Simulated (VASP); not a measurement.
# Ta4O: single point with PBE

The system is Ta4O.

```
Ta O
1.0
     3.25750    0.00000    0.00000
     0.00000    3.25750    0.00000
     0.00000    0.00000    7.40934
Ta O
4 1
Direct
  0.00000 0.00000 0.50000
  0.50000 0.50000 0.78316
  0.50000 0.50000 0.21684
  0.00000 0.00000 0.00000
  0.50000 0.50000 0.50000
```

```yaml
Program: VASP 6.6.1
Task: single point
Functional: PBE
Potentials_or_basis: VASP PAW PBE potentials, release 64 (Ta_pv, O)
Cutoff: 520 eV
k_mesh: 14 × 14 × 6
Occupations: gaussian, width 0.1 eV
Spin: no spin polarisation
```

| Property | Result |
| --- | --- |
| Pressure | -0.5 GPa |
| Largest force | 0.032 eV/Å |
| Band gap on the k mesh | zero (bands 25 and 26 overlap by 1.07 eV) |

Forces on the atoms (eV/Å):
```
Ta   0.000  0.000  0.000
Ta   0.000  0.000 -0.032
Ta   0.000  0.000  0.032
Ta   0.000  0.000  0.000
O    0.000  0.000  0.000
```

Stress tensor (GPa, compression positive):
```
-0.41  0.00  0.00
 0.00 -0.41  0.00
 0.00  0.00 -0.71
```

Levels at points of the mesh, in eV from the Fermi level:
| k point | band 23 | band 24 | band 25 | band 26 | band 27 | band 28 |
| --- | --- | --- | --- | --- | --- | --- |
| (0.00, 0.00, 0.00) | -0.46 | -0.46 | -0.23 | 0.51 | 1.02 | 1.02 |
| (0.50, 0.00, 0.00) | -0.93 | -0.67 | 0.20 | 0.90 | 0.91 | 1.30 |
| (0.50, 0.50, 0.00) | -1.51 | -0.68 | -0.68 | 1.64 | 2.38 | 2.73 |
| (0.00, 0.00, 0.50) | -0.53 | -0.53 | 0.14 | 0.67 | 0.67 | 0.80 |
| (0.50, 0.00, 0.50) | -1.02 | -0.66 | -0.44 | 1.01 | 1.29 | 1.57 |
| (0.50, 0.50, 0.50) | -1.70 | 0.01 | 0.01 | 1.63 | 1.90 | 1.90 |

It took 11 min on 1 thread of Intel Xeon 8259CL, with other jobs on the host, peak memory 0.4 GiB.

Caveat: spin-orbit coupling is left out, which moves the levels of the heavy elements.
